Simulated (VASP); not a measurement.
Os, 1 atom in the cell. It takes space group I4/mmm (No. 139, tetragonal). The conventional cell has a = 2.888 Å, b = 2.888 Å, c = 3.987 Å, α = 90.00°, β = 90.00°, γ = 90.00°. Os (site symmetry 4/mmm) has 12 Os at 2.85 to 2.89 Å within 3.8 Å.  This cell differs from its parent crystal: strain +0.050 along x and y, +0.025 along z.

* Program: VASP 6.6.1
* Task: single point
* Functional: PBEsol
* Potentials or basis: VASP PAW PBE potentials, release 64 (Os)
* Cutoff: 520 eV
* k mesh: 20 × 20 × 20
* Occupations: gaussian, width 0.15 eV
* Spin: no spin polarisation
* Dipole correction: no
* Further INCAR settings: ALGO = Normal; EDIFF = 1e-06; NBANDS = 10

Potentials or basis: VASP PAW PBE potentials, release 64 (Os).

The run is started by

```sh
$ cat potpaw_PBE.64/Os/POTCAR > POTCAR
$ mpirun -np 1 vasp_std > vasp.out
```

Hardware: 1 thread of Intel(R) Xeon(R) Platinum 8259CL CPU @ 2.50GHz (Skylake/Cascade Lake), on a shared host.

Problem. How long does it take, and how much memory?

Solution. Wall time 55 s on 1 thread of Intel(R) Xeon(R) Platinum 8259CL CPU @ 2.50GHz (Skylake/Cascade Lake), on a shared host, peak memory 0.23 GiB. Counts: scf iterations 12, k points 641.
